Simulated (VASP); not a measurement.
# Ir (Fd-3m) in VASP: single point with PBEsol

Aim: the single point of Ir with PBEsol.

All numbers are computed with VASP 6.6.1; they aren't measurements. Logs are shortened: lines on timing, memory, paths and dates and some standing lists are left out, and cuts for length are marked.

## (1) The cell of the first run

It takes space group Fd-3m (No. 227, cubic). The conventional cell has a = 5.508 Å, b = 5.508 Å, c = 5.508 Å, α = 90.00°, β = 90.00°, γ = 90.00°. Ir (site symmetry -43m) has 4 Ir at 2.39 Å within 3.2 Å.

## (2) Single point, PBEsol

Contents of INCAR:

```
SYSTEM = Ir
PREC = Accurate
ENCUT = 520
EDIFF = 1E-6
ISMEAR = -1
SIGMA = 0.13605693000000002
LREAL = .FALSE.
LASPH = .TRUE.
NELM = 100
ALGO = Normal
ISIF = 2
LWAVE = .FALSE.
LCHARG = .FALSE.
GGA = PS
NBANDS = 16
```

Contents of KPOINTS:

```
Automatic mesh
0
G
  8 8 8
  0 0 0
```

Contents of POSCAR:

```
Ir
1.0
    0.0000000000      2.7541864610      2.7541864610
    2.7541864610      0.0000000000      2.7541864610
    2.7541864610      2.7541864610      0.0000000000
Ir
2
Direct
    0.0000000000      0.0000000000      0.0000000000
    0.2500000000      0.2500000000      0.2500000000
```

Potentials or basis: VASP PAW PBE potentials, release 64 (Ir).

On the command line:

```
$ cat potpaw_PBE.64/Ir/POTCAR > POTCAR
$ mpirun -np 1 vasp_std > vasp.out
```

OUTCAR:

```text
SYSTEM = Ir
   PREC = Accurate
   ENCUT = 520
   EDIFF = 1E-6
   ISMEAR = -1
   LREAL = .FALSE.
   LASPH = .TRUE.
   NELM = 100
   ISIF = 2
   GGA = PS

 ion  position               nearest neighbor table
   1  0.000  0.000  0.000-   2 2.39   2 2.39   2 2.39   2 2.39
   2  0.250  0.250  0.250-   1 2.39   1 2.39   1 2.39   1 2.39

  LATTYP: Found a face centered cubic cell.
 ALAT       =     5.5083729220

  Lattice vectors:

 A1 = (   0.0000000000,   2.7541864610,   2.7541864610)
 A2 = (   2.7541864610,   0.0000000000,   2.7541864610)
 A3 = (   2.7541864610,   2.7541864610,   0.0000000000)

Analysis of symmetry for initial positions (statically):
=====================================================================
 Subroutine PRICEL returns:
 Original cell was already a primitive cell.

 Routine SETGRP: Setting up the symmetry group for a
 face centered cubic supercell.

 Subroutine GETGRP returns: Found 48 space group operations
 (whereof 24 operations were pure point group operations)
 out of a pool of 48 trial point group operations.

The static configuration has the point symmetry T_d .
 The point group associated with its full space group is O_h .

Analysis of symmetry for dynamics (positions and initial velocities):
=====================================================================
 Subroutine PRICEL returns:
 Original cell was already a primitive cell.

 Routine SETGRP: Setting up the symmetry group for a
 face centered cubic supercell.

 Subroutine GETGRP returns: Found 48 space group operations
 (whereof 24 operations were pure point group operations)
 out of a pool of 48 trial point group operations.

The dynamic configuration has the point symmetry T_d .
 The point group associated with its full space group is O_h .

 Subroutine INISYM returns: Found 48 space group operations
 (whereof 24 operations are pure point group operations),
 and found     1 'primitive' translations

----------------------------------------------------------------------------------------

                                     Primitive cell

  volume of cell :      41.7840

  direct lattice vectors                    reciprocal lattice vectors
     0.000000000  2.754186461  2.754186461    -0.181541812  0.181541812  0.181541812
     2.754186461  0.000000000  2.754186461     0.181541812 -0.181541812  0.181541812
     2.754186461  2.754186461  0.000000000     0.181541812  0.181541812 -0.181541812

  length of vectors
     3.895007846  3.895007846  3.895007846     0.314439642  0.314439642  0.314439642

  position of ions in fractional coordinates (direct lattice)
     0.000000000  0.000000000  0.000000000
     0.250000000  0.250000000  0.250000000

  ion indices of the primitive-cell ions
   primitive index   ion index
                 1           1
                 2           2

----------------------------------------------------------------------------------------

 KPOINTS: Automatic mesh

Automatic generation of k-mesh.
 Grid dimensions read from file:
 generate k-points for:    8    8    8

 Generating k-lattice:

  Cartesian coordinates                     Fractional coordinates (reciprocal lattice)
    -0.022692726  0.022692726  0.022692726     0.125000000  0.000000000  0.000000000
     0.022692726 -0.022692726  0.022692726     0.000000000  0.125000000  0.000000000
     0.022692726  0.022692726 -0.022692726     0.000000000  0.000000000  0.125000000

  Length of vectors
     0.039304955  0.039304955  0.039304955

  Shift w.r.t. Gamma in fractional coordinates (k-lattice)
     0.000000000  0.000000000  0.000000000

 Subroutine IBZKPT returns following result:
 ===========================================

 Found     29 irreducible k-points:

 Following reciprocal coordinates:
            Coordinates               Weight
  0.000000  0.000000  0.000000      1.000000
  0.125000  0.000000  0.000000      8.000000
  0.250000  0.000000  0.000000      8.000000
  0.375000  0.000000  0.000000      8.000000
  0.500000  0.000000  0.000000      4.000000
  0.125000  0.125000  0.000000      6.000000
[... 16 lines left out ...]
  0.500000  0.250000  0.125000     48.000000
 -0.375000  0.250000  0.125000     24.000000
 [... further k-points ...]
   k-points           NKPTS =     29   k-points in BZ     NKDIM =     29   number of bands    NBANDS=     16
   number of dos      NEDOS =    301   number of ions     NIONS =      2
   total plane-waves  NPLWV =  27000
   dimension x,y,z NGX =    30 NGY =   30 NGZ =   30
   dimension x,y,z NGXF=    60 NGYF=   60 NGZF=   60
   ions per type =               2
   NGX,Y,Z   is equivalent  to a cutoff of  12.80, 12.80, 12.80 a.u.
   NGXF,Y,Z  is equivalent  to a cutoff of  25.61, 25.61, 25.61 a.u.
 SYSTEM =  Ir
   PREC   = accura    normal or accurate (medium, high low for compatibility)
   ISTART =      0    job   : 0-new  1-cont  2-samecut
   ICHARG =      2    charge: 1-file 2-atom 10-const
   ISPIN  =      1    spin polarized calculation?
   LNONCOLLINEAR =      F non collinear calculations
   LSORBIT =      F    spin-orbit coupling
   LASPH  =      T    aspherical Exc in radial PAW
   ENCUT  =  520.0 eV  38.22 Ry    6.18 a.u.   7.24  7.24  7.24*2*pi/ulx,y,z
   NELM   =    100;   NELMIN=  2; NELMDL= -5     # of ELM steps
   EDIFF  = 0.1E-05   stopping-criterion for ELM
   LREAL  =      F    real-space projection
[... 7 lines left out ...]
   TEBEG  =    0.0;   TEEND  =   0.0 temperature during run
   PSTRESS=    0.0 pullay stress
   NELECT =      18.0000    total number of electrons
   NUPDOWN=      -1.0000    fix difference up-down
   EMIN   =  10.00;   EMAX   =-10.00  energy-range for DOS
   EFERMI =   0.00;   METHOD = LEGACY
   ISMEAR =    -1;   SIGMA  =   0.14  broadening in eV -4-tet -1-fermi 0-gaus
   EFERMI_NEDOS =   21; number of points for ismear=-14 and -15
   IALGO  =     38    algorithm
   IMIX   =      4    mixing-type and parameters
     AMIX     =   0.40;   BMIX     =  1.00
     AMIX_MAG =   1.60;   BMIX_MAG =  1.00
  volume/ion in A,a.u.               =      20.89       140.99
  Fermi-wavevector in a.u.,A,eV,Ry     =   1.236409  2.336475 20.799341  1.528708
  Thomas-Fermi vector in A             =   2.371019
   LORBIT       =      0    0 simple, 1 ext, 2 COOP (PROOUT), +10 PAW based schemes
   GGA     = PS    functional components
   LHFCALC =     F    Hartree Fock is set to
   AEXX    =    0.0000 exact exchange contribution
   IVDW    =     0    specifies the selected vdW correction
   LEPSILON=     F    determine dielectric tensor
   LRPA    =     F    only Hartree local field effects (RPA)
 non-spin polarized calculation
  energy-cutoff  :      520.00
  volume of cell :       41.78
 maximum number of plane-waves:      1158
 NGX is ok and might be reduce to    30
   NGX = 15   NGY = 15   NGZ = 15

 number of electron      18.0000001 magnetization

 Free energy of the ion-electron system (eV)
  ---------------------------------------------------
  ext. energy  EPLUGINS =         0.00000000
  ---------------------------------------------------
  free energy    TOTEN  =       -17.31402225 eV

  energy without entropy =      -17.19401415  energy(sigma->0) =      -17.25401820

 E-fermi :   5.3487     XC(G=0): -11.5011

 val. band max:        5.3224361300   @ k =  -0.2500   0.3750   0.1250
 cond. band min:       5.4210918609   @ k =  -0.3750   0.1250   0.0000
 fundamental gap:      0.0986557309
 Fermi energy:         5.3486984607

 k-point     1 :       0.0000    0.0000    0.0000
  band No.  band energies     occupation
      1      -2.8670      2.00000
      2       0.1346      2.00000
      3       0.1346      2.00000
      4       0.5625      2.00000
      5       0.5625      2.00000
      6       0.5625      2.00000
[... 8 lines left out ...]
     15      17.9345      0.00000
     16      17.9345      0.00000

 k-point     2 :       0.1250    0.0000    0.0000
  band No.  band energies     occupation
      1      -2.5916      2.00000
      2      -0.0201      2.00000
      3      -0.0201      2.00000
      4       0.5308      2.00000
      5       0.8139      2.00000
      6       0.8139      2.00000
[... 8 lines left out ...]
     15      17.2012      0.00000
     16      17.6101      0.00000

 k-point     3 :       0.2500    0.0000    0.0000
  band No.  band energies     occupation
      1      -1.8582      2.00000
      2      -0.0895      2.00000
      3      -0.0895      2.00000
      4       0.4599      2.00000
      5       1.0154      2.00000
      6       1.0154      2.00000
[... 8 lines left out ...]
     15      15.7674      0.00000
     16      18.6850      0.00000

 k-point     4 :       0.3750    0.0000    0.0000
  band No.  band energies     occupation
      1      -1.0104      2.00000
      2       0.0652      2.00000
      3       0.0652      2.00000
      4       0.3456      2.00000
      5       0.8310      2.00000
      6       0.8310      2.00000
[... 8 lines left out ...]
     15      15.0906      0.00000
     16      18.9106      0.00000

 k-point     5 :       0.5000    0.0000    0.0000
  band No.  band energies     occupation
      1      -0.6054      2.00000
      2       0.2225      2.00000
      3       0.3324      2.00000
      4       0.3324      2.00000
      5       0.5133      2.00000
      6       0.5133      2.00000
[... 8 lines left out ...]
     15      15.0146      0.00000
     16      18.8747      0.00000

 k-point     6 :       0.1250    0.1250    0.0000
  band No.  band energies     occupation
      1      -2.4947      2.00000
      2      -0.2923      2.00000
      3       0.3221      2.00000
      4       0.5501      2.00000
      5       0.5501      2.00000
      6       1.0697      2.00000
[... 8 lines left out ...]
     15      16.3290      0.00000
     16      16.9065      0.00000
[... 267 lines left out ...]
 k-point    21 :       0.5000    0.5000    0.0000
  band No.  band energies     occupation
      1      -0.4393      2.00000
      2      -0.4393      2.00000
      3       0.3564      2.00000
      4       0.3564      2.00000
      5       1.6028      2.00000
      6       1.6028      2.00000
[... 8 lines left out ...]
     15      15.6305      0.00000
     16      15.6305      0.00000

 k-point    22 :       0.3750    0.2500    0.1250
  band No.  band energies     occupation
      1      -1.2143      2.00000
      2      -0.5509      2.00000
      3       0.2342      2.00000
      4       0.4902      2.00000
      5       0.7830      2.00000
      6       1.7132      2.00000
[... 8 lines left out ...]
     15      16.0668      0.00000
     16      17.5162      0.00000

 k-point    23 :       0.5000    0.2500    0.1250
  band No.  band energies     occupation
      1      -0.5270      2.00000
      2      -0.4711      2.00000
      3      -0.0345      2.00000
      4       0.5482      2.00000
      5       0.8739      2.00000
      6       1.6519      2.00000
[... 8 lines left out ...]
     15      16.2392      0.00000
     16      18.9659      0.00000

 k-point    24 :      -0.3750    0.2500    0.1250
  band No.  band energies     occupation
      1      -0.4699      2.00000
      2      -0.3134      2.00000
      3       0.0275      2.00000
      4       0.4306      2.00000
      5       1.1398      2.00000
      6       1.3844      2.00000
[... 8 lines left out ...]
     15      16.2422      0.00000
     16      19.4695      0.00000

 [... further k-points ...]
[... 5 lines left out ...]
  --------------------------------------------------------------------------------------
  -------------------------------------------------------------------------------------
  Total       -0.0888353     -0.0888353     -0.0888353     -0.0000000     -0.0000000      0.0000000
  in kB       -3.4063262     -3.4063262     -3.4063262     -0.0000000     -0.0000000      0.0000000
  external PRESSURE =      -3.4063262 kB  Pullay stress =       0.0000000 kB

 VOLUME and BASIS-vectors are now :
 -----------------------------------------------------------------------------
  energy-cutoff  :      520.00
  volume of cell :       41.78
      direct lattice vectors                 reciprocal lattice vectors
     0.000000000  2.754186461  2.754186461    -0.181541812  0.181541812  0.181541812
     2.754186461  0.000000000  2.754186461     0.181541812 -0.181541812  0.181541812
     2.754186461  2.754186461  0.000000000     0.181541812  0.181541812 -0.181541812

 POSITION                                       TOTAL-FORCE (eV/Angst)
 -----------------------------------------------------------------------------------
      0.00000      0.00000      0.00000         0.000000      0.000000      0.000000
      1.37709      1.37709      1.37709        -0.000000     -0.000000     -0.000000
 -----------------------------------------------------------------------------------
    total drift:                                0.000000     -0.000000      0.000000

  FREE ENERGIE OF THE ION-ELECTRON SYSTEM (eV)
  ---------------------------------------------------
  free  energy   TOTEN  =       -17.3140222491 eV

  energy  without entropy=      -17.1940141464  energy(sigma->0) =      -17.25401820
```

It took 12 s on 1 thread of AMD EPYC 9R14 (Zen 4), shared host; peak memory 0.14 GiB.

Results:

```
Free energy            : -17.3140 eV
Pressure               : -0.3 GPa
Band gap on the k mesh : zero (band 9 reaches 6.50 eV, above the bottom of band 10 at 5.03 eV)
```

Caveat: the PAW data sets were made with another functional, which shifts forces and pressure a little; spin-orbit coupling is left out, which moves the levels of the heavy elements.
